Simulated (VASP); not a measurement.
# C (R-3m) in VASP: single point with PBE

Aim: the single point of C with PBE.

All numbers are computed with VASP 6.6.1; they aren't measurements. Logs are shortened: lines on timing, memory, paths and dates and some standing lists are left out, and cuts for length are marked.

## (1) The cell of the first run

It takes space group R-3m (No. 166, trigonal). The conventional cell has a = 2.455 Å, b = 2.455 Å, c = 20.743 Å, α = 90.00°, β = 90.00°, γ = 120.00°. C (site symmetry 3m) has 3 C at 1.42 Å within 1.9 Å. Within 1.9 Å of C (site symmetry 3m) lie 3 C at 1.42 Å.

## (2) Single point, PBE

INCAR reads:

```
SYSTEM = C
PREC = Accurate
ENCUT = 520
EDIFF = 1E-7
ISMEAR = -1
SIGMA = 0.02
LREAL = .False.
LASPH = .True.
NELM = 100
ALGO = Normal
ISIF = 2
LWAVE = .False.
LCHARG = .True.
GGA = PE
LELF = .True.
LVHAR = .True.
NBANDS = 16
```

KPOINTS reads:

```
regular mesh
0
Gamma
  12 12 12
  0 0 0
```

POSCAR reads:

```
C
1.0
    1.2275050105      0.7087003483      6.9141689918
   -1.2275050105      0.7087003483      6.9141689918
    0.0000000000     -1.4174006965      6.9141689918
C
4
Direct
    0.9191129941      0.9191129941      0.9191129941
    0.2524458879      0.2524458879      0.2524458879
    0.7475541121      0.7475541121      0.7475541121
    0.0808870059      0.0808870059      0.0808870059
```

Potentials or basis: VASP PAW PBE potentials, release 64 (C).

Started as:

```
cat potpaw_PBE.64/C/POTCAR > POTCAR
mpirun -np 1 vasp_std > vasp.out
```

OUTCAR:

```text
SYSTEM = C
   PREC = Accurate
   ENCUT = 520
   EDIFF = 1E-7
   ISMEAR = -1
   LREAL = .False.
   LASPH = .True.
   NELM = 100
   ISIF = 2
   GGA = PE

 ion  position               nearest neighbor table
   1  0.919  0.919  0.919-   2 1.42   2 1.42   2 1.42
   2  0.252  0.252  0.252-   1 1.42   1 1.42   1 1.42
   3  0.748  0.748  0.748-   4 1.42   4 1.42   4 1.42
   4  0.081  0.081  0.081-   3 1.42   3 1.42   3 1.42

  LATTYP: Found a trigonal (rhomboedric) cell.
 ALAT       =     7.0579570402
 COS(alpha) =     0.9395051337

  Lattice vectors:

 A1 = (   1.2275050105,   0.7087003483,   6.9141689918)
 A2 = (  -1.2275050105,   0.7087003483,   6.9141689918)
 A3 = (   0.0000000000,  -1.4174006965,   6.9141689918)

Analysis of symmetry for initial positions (statically):
=====================================================================
 Subroutine PRICEL returns:
 Original cell was already a primitive cell.

 Routine SETGRP: Setting up the symmetry group for a
 trigonal (rhombohedral) supercell.

 Subroutine GETGRP returns: Found 12 space group operations
 (whereof 12 operations were pure point group operations)
 out of a pool of 12 trial point group operations.

The static configuration has the point symmetry D_3d.

Analysis of symmetry for dynamics (positions and initial velocities):
=====================================================================
 Subroutine PRICEL returns:
 Original cell was already a primitive cell.

 Routine SETGRP: Setting up the symmetry group for a
 trigonal (rhombohedral) supercell.

 Subroutine GETGRP returns: Found 12 space group operations
 (whereof 12 operations were pure point group operations)
 out of a pool of 12 trial point group operations.

The dynamic configuration has the point symmetry D_3d.

 Subroutine INISYM returns: Found 12 space group operations
 (whereof 12 operations are pure point group operations),
 and found     1 'primitive' translations

----------------------------------------------------------------------------------------

                                     Primitive cell

[... 83 lines left out ...]
   NGXF,Y,Z  is equivalent  to a cutoff of  25.44, 25.44, 25.44 a.u.
 SYSTEM =  C
   PREC   = accura    normal or accurate (medium, high low for compatibility)
   ISTART =      0    job   : 0-new  1-cont  2-samecut
   ICHARG =      2    charge: 1-file 2-atom 10-const
   ISPIN  =      1    spin polarized calculation?
   LNONCOLLINEAR =      F non collinear calculations
   LSORBIT =      F    spin-orbit coupling
   LASPH  =      T    aspherical Exc in radial PAW
   ENCUT  =  520.0 eV  38.22 Ry    6.18 a.u.  13.12 13.12 13.12*2*pi/ulx,y,z
   NELM   =    100;   NELMIN=  2; NELMDL= -5     # of ELM steps
   EDIFF  = 0.1E-06   stopping-criterion for ELM
   LREAL  =      F    real-space projection
   EDIFFG = 0.1E-05   stopping-criterion for IOM
   NSW    =      0    number of steps for IOM
   IBRION =     -1    ionic relax: 0-MD 1-quasi-New 2-CG
   NFREE  =      0    steps in history (QN), initial steepest desc. (CG)
   ISIF   =      2    stress and relaxation
   ISYM   =      2    0-nonsym 1-usesym 2-fastsym
   POTIM  = 0.5000    time-step for ionic-motion
   TEBEG  =    0.0;   TEEND  =   0.0 temperature during run
   PSTRESS=    0.0 pullay stress
   NELECT =      16.0000    total number of electrons
   NUPDOWN=      -1.0000    fix difference up-down
   EMIN   =  10.00;   EMAX   =-10.00  energy-range for DOS
   EFERMI =   0.00;   METHOD = LEGACY
   ISMEAR =    -1;   SIGMA  =   0.02  broadening in eV -4-tet -1-fermi 0-gaus
   EFERMI_NEDOS =   21; number of points for ismear=-14 and -15
   IALGO  =     38    algorithm
   IMIX   =      4    mixing-type and parameters
     AMIX     =   0.40;   BMIX     =  1.00
     AMIX_MAG =   1.60;   BMIX_MAG =  1.00
  volume/ion in A,a.u.               =       9.02        60.89
  Fermi-wavevector in a.u.,A,eV,Ry     =   1.248310  2.358964 21.201656  1.558278
  Thomas-Fermi vector in A             =   2.382402
   LORBIT       =      0    0 simple, 1 ext, 2 COOP (PROOUT), +10 PAW based schemes
   GGA     = PE    functional components
   LHFCALC =     F    Hartree Fock is set to
   AEXX    =    0.0000 exact exchange contribution
   IVDW    =     0    specifies the selected vdW correction
   LEPSILON=     F    determine dielectric tensor
   LRPA    =     F    only Hartree local field effects (RPA)
 non-spin polarized calculation
  energy-cutoff  :      520.00
  volume of cell :       36.09
 maximum number of plane-waves:       995
 NGX is ok and might be reduce to    54
   NGX = 27   NGY = 27   NGZ = 27

 number of electron      16.0000000 magnetization

 Free energy of the ion-electron system (eV)
  ---------------------------------------------------
  ext. energy  EPLUGINS =         0.00000000
  ---------------------------------------------------
  free energy    TOTEN  =       -36.84004783 eV

  energy without entropy =      -36.84002805  energy(sigma->0) =      -36.84003794

 E-fermi :   4.4943     XC(G=0): -10.1320

 val. band max:        4.3750366648   @ k =  -0.3333   0.3333   0.0000
 cond. band min:       4.6134987093   @ k =  -0.3333   0.3333   0.0000
 fundamental gap:      0.2384620445
 Fermi energy:         4.4942787601

 k-point     1 :       0.0000    0.0000    0.0000
  band No.  band energies     occupation
      1     -15.2307      2.00000
      2     -14.9881      2.00000
      3      -3.9876      2.00000
      4      -2.2890      2.00000
      5       1.4861      2.00000
      6       1.4861      2.00000
[... 433 lines left out ...]
      3      -8.4378      2.00000
      4      -8.3499      2.00000
      5      -3.7766      2.00000
      6      -3.7502      2.00000
[... 8 lines left out ...]
     15      16.6614      0.00000
     16      18.7727      0.00000

 [... further k-points ...]
[... 5 lines left out ...]
  --------------------------------------------------------------------------------------
  -------------------------------------------------------------------------------------
  Total        1.3699113      1.3699113      0.6709359      0.0000000      0.0000000     -0.0000000
  in kB       60.8171211     60.8171211     29.7861557      0.0000000      0.0000000     -0.0000000
  external PRESSURE =      50.4734660 kB  Pullay stress =       0.0000000 kB

 VOLUME and BASIS-vectors are now :
 -----------------------------------------------------------------------------
  energy-cutoff  :      520.00
  volume of cell :       36.09
      direct lattice vectors                 reciprocal lattice vectors
     1.227505011  0.708700348  6.914168992     0.407330313  0.235172266  0.048210180
    -1.227505011  0.708700348  6.914168992    -0.407330313  0.235172266  0.048210180
     0.000000000 -1.417400696  6.914168992     0.000000000 -0.470344532  0.048210180

 POSITION                                       TOTAL-FORCE (eV/Angst)
 -----------------------------------------------------------------------------------
      0.00000      0.00000     19.06471         0.000000     -0.000000     -0.005216
      0.00000      0.00000      5.23636         0.000000     -0.000000     -0.022439
      0.00000      0.00000     15.50615         0.000000      0.000000      0.022439
      0.00000      0.00000      1.67780         0.000000      0.000000      0.005216
 -----------------------------------------------------------------------------------
    total drift:                                0.000000      0.000000     -0.000000

  FREE ENERGIE OF THE ION-ELECTRON SYSTEM (eV)
  ---------------------------------------------------
  free  energy   TOTEN  =       -36.8400478300 eV

  energy  without entropy=      -36.8400280487  energy(sigma->0) =      -36.84003794
```

stdout:

```text
POSCAR found type information on POSCAR C
 POSCAR found :  1 types and       4 ions
 scaLAPACK will be used
 LDA part: xc-table for (Slater+PW92), standard interpolation
 POSCAR, INCAR and KPOINTS ok, starting setup
 FFT: planning ... GRIDC
 FFT: planning ... GRID_SOFT
 FFT: planning ... GRID
 WAVECAR not read
 entering main loop
```

Wall time 11 min (1 thread of Intel Xeon Platinum 8488C (Sapphire Rapids), shared host); peak memory 0.4 GiB.

Results:

| Item | Value |
| --- | --- |
| Free energy | -36.8400 eV |
| Pressure | 5.0 GPa |
| Largest force | 0.022 eV/Å |
| Band gap on the k mesh | 0.24 eV, direct |

Forces on the atoms (eV/Å):
```
C    0.000  0.000 -0.005
C    0.000  0.000 -0.022
C    0.000  0.000  0.022
C    0.000  0.000  0.005
```

Levels at points of the mesh, in eV from the valence-band top:
```csv
k point,band 5,band 6,band 7,band 8,band 9,band 10,band 11,band 12
"(0.00, 0.00, 0.00)",-2.89,-2.89,-2.89,-2.89,4.13,8.54,8.54,8.54
"(0.50, 0.00, 0.00)",-6.31,-6.30,-2.69,-1.84,1.36,2.36,7.60,7.67
"(0.50, 0.50, 0.00)",-6.33,-6.29,-2.35,-2.21,1.69,1.98,7.48,7.80
"(0.50, 0.50, 0.50)",-2.90,-2.90,-2.88,-2.88,6.29,6.83,8.51,8.51
```

A k mesh can miss the band edges.
